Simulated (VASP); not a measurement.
The system is TaN.

```xyz
2
Lattice="0.0000 2.2260 2.2260 2.2260 0.0000 2.2260 2.2260 2.2260 0.0000" Properties=species:S:1:pos:R:3 pbc="T T T"
Ta    2.2260    2.2260    2.2260
N     0.0000    0.0000    0.0000
```

This cell differs from its parent crystal: volume scaled by 1.02.

Base run:

| Property | Result |
| --- | --- |
| Program | VASP 6.6.1 |
| Functional | PBEsol |
| Potentials or basis | VASP PAW PBE potentials, release 64 (Ta_pv, N) |
| Cutoff | 520 eV |
| k mesh | 10 × 10 × 10 |
| Occupations | fermi-dirac, width 0.05 eV |
| Spin | no spin polarisation |

Its results: band gap on the k mesh zero (band 8 reaches 10.75 eV, above the bottom of band 9 at 6.93 eV); pressure -15.8 GPa.

Problem. The run is repeated on the same cell with these changes: functional from PBEsol to PBE. What comes out?

Solution. Band gap on the k mesh zero (band 8 reaches 10.92 eV, above the bottom of band 9 at 7.12 eV); pressure -6.8 GPa.

PBE binds less tightly than PBEsol, so the same cell stands under more pressure.

Caveats: spin-orbit coupling is left out, which moves the levels of the heavy elements; the PAW data sets were made with another functional, which shifts forces and pressure a little (some runs).
